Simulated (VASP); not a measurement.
# Y2S (P6/mmm) in VASP: further runs

Y2S is run at these levels: PBE; tasks: relaxation of cell and atoms, single point.

Everything below comes from runs of VASP 6.6.1. Logs are shortened: lines on timing, memory, paths and dates and some standing lists are left out, and cuts for length are marked.

## Step 1: The cell of the first run

Symmetry: P6/mmm, No. 191, hexagonal system. The conventional cell has a = 5.083 Å, b = 5.083 Å, c = 3.249 Å, α = 90.00°, β = 90.00°, γ = 120.00°. Within 3.9 Å of Y (site symmetry -6m2) lie 5 Y at 2.93 to 3.25 Å and 6 S at 3.35 Å. S (site symmetry 6/mmm) has 2 S at 3.25 Å and 12 Y at 3.35 Å within 4.3 Å.

## Step 2: Relaxation of cell and atoms, PBE

Contents of INCAR:

```
ALGO = Normal
EDIFF = 1E-6
EDIFFG = -0.01
ENCUT = 600
GGA = PE
IBRION = 2
ISIF = 3
ISMEAR = 0
LASPH = True
LCHARG = False
LREAL = False
LWAVE = False
NELM = 100
NSW = 100
PREC = Accurate
SIGMA = 0.1
```

Contents of KPOINTS:

```
k-points
0
Gamma
  12 12 14
```

Contents of POSCAR:

```
Y2S
1.0
    5.0827585616      0.0000000000      0.0000000000
   -2.5413792808      4.4017980357      0.0000000000
    0.0000000000      0.0000000000      3.2487992611
Y S
2 1
Direct
    0.3333333333      0.6666666667      0.5000000000
    0.6666666667      0.3333333333      0.5000000000
    0.0000000000      0.0000000000      0.0000000000
```

Potentials or basis: VASP PAW PBE potentials, release 64 (Y_sv, S).

The run is started by

```console
$ cat potpaw_PBE.64/Y_sv/POTCAR potpaw_PBE.64/S/POTCAR > POTCAR
$ mpirun -np 1 vasp_std > vasp.out
```

OUTCAR:

```text
EDIFF = 1E-6
   EDIFFG = -0.01
   ENCUT = 600
   GGA = PE
   IBRION = 2
   ISIF = 3
   ISMEAR = 0
   LASPH = True
   LREAL = False
   NELM = 100
   NSW = 100
   PREC = Accurate

 ion  position               nearest neighbor table
   1  0.333  0.667  0.500-   2 2.93   2 2.93   2 2.93   3 3.35   3 3.35   3 3.35   3 3.35   3 3.35
                             3 3.35
   2  0.667  0.333  0.500-   1 2.93   1 2.93   1 2.93   3 3.35   3 3.35   3 3.35   3 3.35   3 3.35
                             3 3.35
   3  0.000  0.000  0.000-   1 3.35   2 3.35   1 3.35   2 3.35   2 3.35   2 3.35   1 3.35   1 3.35
                             2 3.35   2 3.35   1 3.35   1 3.35

  LATTYP: Found a hexagonal cell.
 ALAT       =     5.0827585616
 C/A-ratio  =     0.6391803234

  Lattice vectors:

 A1 = (   5.0827585616,   0.0000000000,   0.0000000000)
 A2 = (  -2.5413792808,   4.4017980357,   0.0000000000)
 A3 = (   0.0000000000,   0.0000000000,   3.2487992611)

Analysis of symmetry for initial positions (statically):
=====================================================================
 Subroutine PRICEL returns:
 Original cell was already a primitive cell.

 Routine SETGRP: Setting up the symmetry group for a
 hexagonal supercell.

 Subroutine GETGRP returns: Found 24 space group operations
 (whereof 24 operations were pure point group operations)
 out of a pool of 24 trial point group operations.

The static configuration has the point symmetry D_6h.

Analysis of symmetry for dynamics (positions and initial velocities):
=====================================================================
 Subroutine PRICEL returns:
 Original cell was already a primitive cell.

 Routine SETGRP: Setting up the symmetry group for a
 hexagonal supercell.

 Subroutine GETGRP returns: Found 24 space group operations
 (whereof 24 operations were pure point group operations)
 out of a pool of 24 trial point group operations.

The dynamic configuration has the point symmetry D_6h.

 Subroutine INISYM returns: Found 24 space group operations
 (whereof 24 operations are pure point group operations),
 and found     1 'primitive' translations

----------------------------------------------------------------------------------------

                                     Primitive cell

  volume of cell :      72.6863

  direct lattice vectors                    reciprocal lattice vectors
     5.082758562  0.000000000  0.000000000     0.196743557  0.113589946  0.000000000
    -2.541379281  4.401798036  0.000000000     0.000000000  0.227179891  0.000000000
     0.000000000  0.000000000  3.248799261     0.000000000  0.000000000  0.307806029

  length of vectors
     5.082758562  5.082758562  3.248799261     0.227179891  0.227179891  0.307806029

  position of ions in fractional coordinates (direct lattice)
     0.333333333  0.666666667  0.500000000
     0.666666667  0.333333333  0.500000000
     0.000000000  0.000000000  0.000000000

  ion indices of the primitive-cell ions
   primitive index   ion index
                 1           1
                 2           2
                 3           3

----------------------------------------------------------------------------------------

 KPOINTS: k-points

Automatic generation of k-mesh.
 Grid dimensions read from file:
 generate k-points for:   12   12   14

 Generating k-lattice:

  Cartesian coordinates                     Fractional coordinates (reciprocal lattice)
     0.016395296  0.009465829  0.000000000     0.083333333  0.000000000  0.000000000
     0.000000000  0.018931658  0.000000000     0.000000000  0.083333333  0.000000000
     0.000000000  0.000000000  0.021986145     0.000000000  0.000000000  0.071428571

  Length of vectors
     0.018931658  0.018931658  0.021986145

  Shift w.r.t. Gamma in fractional coordinates (k-lattice)
     0.000000000  0.000000000  0.000000000

 Subroutine IBZKPT returns following result:
 ===========================================

 Found    152 irreducible k-points:

 Following reciprocal coordinates:
            Coordinates               Weight
  0.000000  0.000000  0.000000      1.000000
  0.083333  0.000000  0.000000      6.000000
  0.166667 -0.000000  0.000000      6.000000
  0.250000  0.000000  0.000000      6.000000
  0.333333 -0.000000  0.000000      6.000000
  0.416667  0.000000  0.000000      6.000000
[... 16 lines left out ...]
  0.250000  0.000000  0.071429     12.000000
  0.333333 -0.000000  0.071429     12.000000
 [... further k-points ...]
   k-points           NKPTS =    152   k-points in BZ     NKDIM =    152   number of bands    NBANDS=     18
   number of dos      NEDOS =    301   number of ions     NIONS =      3
   total plane-waves  NPLWV =  49392
   dimension x,y,z NGX =    42 NGY =   42 NGZ =   28
   dimension x,y,z NGXF=    84 NGYF=   84 NGZF=   56
   ions per type =               2   1
   NGX,Y,Z   is equivalent  to a cutoff of  13.74, 13.74, 14.33 a.u.
   NGXF,Y,Z  is equivalent  to a cutoff of  27.47, 27.47, 28.66 a.u.
 SYSTEM =  unknown system
   PREC   = accura    normal or accurate (medium, high low for compatibility)
   ISTART =      0    job   : 0-new  1-cont  2-samecut
   ICHARG =      2    charge: 1-file 2-atom 10-const
   ISPIN  =      1    spin polarized calculation?
   LNONCOLLINEAR =      F non collinear calculations
   LSORBIT =      F    spin-orbit coupling
   LASPH  =      T    aspherical Exc in radial PAW
   ENCUT  =  600.0 eV  44.10 Ry    6.64 a.u.  10.15 10.15  6.49*2*pi/ulx,y,z
   NELM   =    100;   NELMIN=  2; NELMDL= -5     # of ELM steps
   EDIFF  = 0.1E-05   stopping-criterion for ELM
   LREAL  =      F    real-space projection
   EDIFFG = -.1E-01   stopping-criterion for IOM
   NSW    =    100    number of steps for IOM
   IBRION =      2    ionic relax: 0-MD 1-quasi-New 2-CG
   NFREE  =      1    steps in history (QN), initial steepest desc. (CG)
   ISIF   =      3    stress and relaxation
   ISYM   =      2    0-nonsym 1-usesym 2-fastsym
   POTIM  = 0.5000    time-step for ionic-motion
   TEBEG  =    0.0;   TEEND  =   0.0 temperature during run
   PSTRESS=    0.0 pullay stress
   NELECT =      28.0000    total number of electrons
   NUPDOWN=      -1.0000    fix difference up-down
   EMIN   =  10.00;   EMAX   =-10.00  energy-range for DOS
   EFERMI =   0.00;   METHOD = LEGACY
   ISMEAR =     0;   SIGMA  =   0.10  broadening in eV -4-tet -1-fermi 0-gaus
   EFERMI_NEDOS =   21; number of points for ismear=-14 and -15
   IALGO  =     38    algorithm
   IMIX   =      4    mixing-type and parameters
     AMIX     =   0.40;   BMIX     =  1.00
     AMIX_MAG =   1.60;   BMIX_MAG =  1.00
  volume/ion in A,a.u.               =      24.23       163.50
  Fermi-wavevector in a.u.,A,eV,Ry     =   1.191178  2.251000 19.305377  1.418905
  Thomas-Fermi vector in A             =   2.327246
   LORBIT       =      0    0 simple, 1 ext, 2 COOP (PROOUT), +10 PAW based schemes
   GGA     = PE    functional components
   LHFCALC =     F    Hartree Fock is set to
   AEXX    =    0.0000 exact exchange contribution
   IVDW    =     0    specifies the selected vdW correction
   LEPSILON=     F    determine dielectric tensor
   LRPA    =     F    only Hartree local field effects (RPA)
 conjugate gradient relaxation of ions
 non-spin polarized calculation
 Gauss-broadening in eV      SIGMA  =   0.10
  energy-cutoff  :      600.00
  volume of cell :       72.69
 maximum number of plane-waves:      2448
 NGX is ok and might be reduce to    42
   NGX = 21   NGY = 21   NGZ = 13

--------------------------------------- Ionic step        1  -------------------------------------------

 number of electron      28.0000001 magnetization

 Free energy of the ion-electron system (eV)
  ---------------------------------------------------
  ext. energy  EPLUGINS =         0.00000000
  ---------------------------------------------------
  free energy    TOTEN  =       -16.31926563 eV

  energy without entropy =      -16.29801221  energy(sigma->0) =      -16.30863892

------------------------ aborting loop because EDIFF is reached ----------------------------------------

  FORCE on cell =-STRESS in cart. coord.  units (eV):
  Direction    XX          YY          ZZ          XY          YZ          ZX
  --------------------------------------------------------------------------------------
  -------------------------------------------------------------------------------------
  Total       -0.0175643     -0.0175643     -0.3131490      0.0000000     -0.0000000     -0.0000000
  in kB       -0.3871578     -0.3871578     -6.9025439      0.0000000     -0.0000000     -0.0000000
  external PRESSURE =      -2.5589532 kB  Pullay stress =       0.0000000 kB
[... 59 lines left out ...]
  energy  without entropy=      -16.2991187614  energy(sigma->0) =      -16.30952644

--------------------------------------- Ionic step        3  -------------------------------------------

 number of electron      28.0000002 magnetization

 Free energy of the ion-electron system (eV)
  ---------------------------------------------------
  ext. energy  EPLUGINS =         0.00000000
  ---------------------------------------------------
  free energy    TOTEN  =       -16.31995296 eV

  energy without entropy =      -16.29908061  energy(sigma->0) =      -16.30951678

 E-fermi :   4.9425     XC(G=0): -10.2093

 val. band max:        4.9389069119   @ k =   0.1667  -0.0000   0.4286
 cond. band min:       4.9436450881   @ k =   0.5000   0.0000   0.4286
 fundamental gap:      0.0047381762
 Fermi energy:         4.9424886843

 k-point     1 :       0.0000    0.0000    0.0000
  band No.  band energies     occupation
      1     -38.1556      2.00000
      2     -37.8359      2.00000
      3     -18.6763      2.00000
      4     -18.6763      2.00000
      5     -17.6944      2.00000
      6     -17.6132      2.00000
[... 10 lines left out ...]
     17       5.9760      0.00000
     18       7.7500      0.00000
[... 466 lines left out ...]
      2     -37.9016      2.00000
      3     -18.7470      2.00000
      4     -18.5126      2.00000
      5     -17.7884      2.00000
      6     -17.6786      2.00000
[... 10 lines left out ...]
     17       6.0025      0.00000
     18       7.2937      0.00000

 [... further k-points ...]

------------------------ aborting loop because EDIFF is reached ----------------------------------------

  FORCE on cell =-STRESS in cart. coord.  units (eV):
  Direction    XX          YY          ZZ          XY          YZ          ZX
  --------------------------------------------------------------------------------------
  -------------------------------------------------------------------------------------
  Total       -0.0214388     -0.0214388      0.0008000      0.0000000      0.0000000      0.0000000
  in kB       -0.4748525     -0.4748525      0.0177202      0.0000000      0.0000000      0.0000000
  external PRESSURE =      -0.3106616 kB  Pullay stress =       0.0000000 kB
[... 18 lines left out ...]
  FREE ENERGIE OF THE ION-ELECTRON SYSTEM (eV)
  ---------------------------------------------------
  free  energy   TOTEN  =       -16.3199529595 eV

  energy  without entropy=      -16.2990806058  energy(sigma->0) =      -16.30951678

 reached required accuracy - stopping structural energy minimisation
```

It took 3.5 min on 1 thread of Intel Xeon 6975P-C (Granite Rapids), shared host; peak memory 0.42 GiB.

What came out:

```
Free energy                            : -16.3200 eV
Relaxed volume                         : 24.11 Å³/atom
Relaxed cell                           : a = 5.082 Å, b = 5.082 Å, c = 3.235 Å, α = 90.00°, β = 90.00°, γ = 120.00°
Space group after relaxing (to 0.05 Å) : P6/mmm (No. 191)
Energy gained by relaxing              : 0.2 meV/atom
Ionic steps                            : 3
Pressure after relaxing                : 0.0 GPa
Band gap on the k mesh                 : zero (band 14 reaches 5.47 eV, above the bottom of band 15 at 4.37 eV)
```

Step by step:
| step | energy change (eV) | largest force (eV/Å) | pressure (GPa) | volume (Å³) |
| --- | --- | --- | --- | --- |
| 1 | 0.0000 | 0.0000 | -0.26 | 72.69 |
| 2 | -0.0007 | 0.0000 | 0.01 | 72.28 |
| 3 | -0.0007 | 0.0000 | -0.03 | 72.34 |

Final structure:
```cif
data_structure
_symmetry_space_group_name_H-M 'P 1'
_symmetry_Int_Tables_number 1
_cell_length_a 5.0815
_cell_length_b 5.0815
_cell_length_c 3.2347
_cell_angle_alpha 90.000
_cell_angle_beta 90.000
_cell_angle_gamma 120.000
_cell_volume 72.34
loop_
_atom_site_label
_atom_site_type_symbol
_atom_site_fract_x
_atom_site_fract_y
_atom_site_fract_z
_atom_site_occupancy
Y1 Y 0.33333 0.66667 0.50000 1
Y2 Y 0.66667 0.33333 0.50000 1
S1 S 0.00000 0.00000 0.00000 1
```

Levels at points of the mesh, in eV from the Fermi level:
```tsv
k point	band 11	band 12	band 13	band 14	band 15	band 16	band 17	band 18
(0.00, 0.00, 0.00)	-4.17	-2.44	-0.62	-0.46	0.39	1.03	1.03	2.81
(0.50, 0.00, 0.00)	-3.96	-1.61	-0.86	-0.35	-0.03	0.20	1.82	2.39
(0.00, 0.00, 0.50)	-3.23	-3.23	-1.36	-1.36	0.87	0.87	1.47	1.96
(0.50, 0.00, 0.50)	-4.06	-3.58	-0.53	-0.12	0.31	0.35	1.01	2.29
```

## Step 3: Single point, PBE

This run uses another cell than the first one, of 21.23 Å³/atom, 0.876 times its volume.

Contents of INCAR:

```
  PREC = Accurate
  ENCUT = 520
  EDIFF = 1E-7
  ISMEAR = 0
  SIGMA = 0.1
  LREAL = F
  LASPH = T
  NELM = 80
  ALGO = Normal
  ISIF = 2
  LWAVE = F
  LCHARG = F
  GGA = PE
  NBANDS = 21
```

Contents of KPOINTS:

```
regular mesh
0
Gamma
  6 6 6
```

Contents of POSCAR:

```
Y2S
1.0
    4.6296752200      0.0000000000      0.0000000000
   -2.3148376100      4.0094163500      0.0000000000
    0.0000000000      0.0000000000      3.4312579400
Y S
2 1
Direct
    0.3333333300      0.6666666700      0.5000000000
    0.6666666700      0.3333333300      0.5000000000
    0.0000000000      0.0000000000      0.0000000000
```

Potentials or basis: VASP PAW PBE potentials, release 64 (Y_sv, S).

The run is started by

```console
$ cat potpaw_PBE.64/Y_sv/POTCAR potpaw_PBE.64/S/POTCAR > POTCAR
$ mpirun -np 1 vasp_std > vasp.out
```

Wall time 34 s (1 thread of Intel Xeon Platinum 8259CL at 2.50GHz (Skylake/Cascade Lake), shared host); peak memory 0.2 GiB.

It converged, with:

| Item | Value |
| --- | --- |
| Free energy | -15.7800 eV |
| Pressure | 5.9 GPa |
| Band gap on the k mesh | zero (band 14 reaches 6.63 eV, above the bottom of band 15 at 5.52 eV) |

Stress tensor (GPa, compression positive):
```
12.90  0.00  0.00
 0.00 12.90  0.00
 0.00  0.00 -8.09
```

Levels at points of the mesh, in eV from the Fermi level:
| k point | band 11 | band 12 | band 13 | band 14 | band 15 | band 16 | band 17 | band 18 |
| --- | --- | --- | --- | --- | --- | --- | --- | --- |
| (0.00, 0.00, 0.00) | -4.41 | -2.13 | -1.98 | -0.36 | 1.44 | 1.79 | 1.79 | 2.08 |
| (0.50, 0.00, 0.00) | -4.32 | -2.50 | -1.51 | 0.06 | 0.08 | 0.37 | 1.06 | 3.01 |
| (0.00, 0.00, 0.50) | -3.91 | -3.91 | -1.45 | -1.45 | 0.65 | 0.65 | 2.14 | 2.20 |
| (0.50, 0.00, 0.50) | -4.90 | -4.40 | -0.18 | -0.11 | 0.23 | 0.25 | 1.59 | 3.48 |

(Continued in part 2 of 2.)
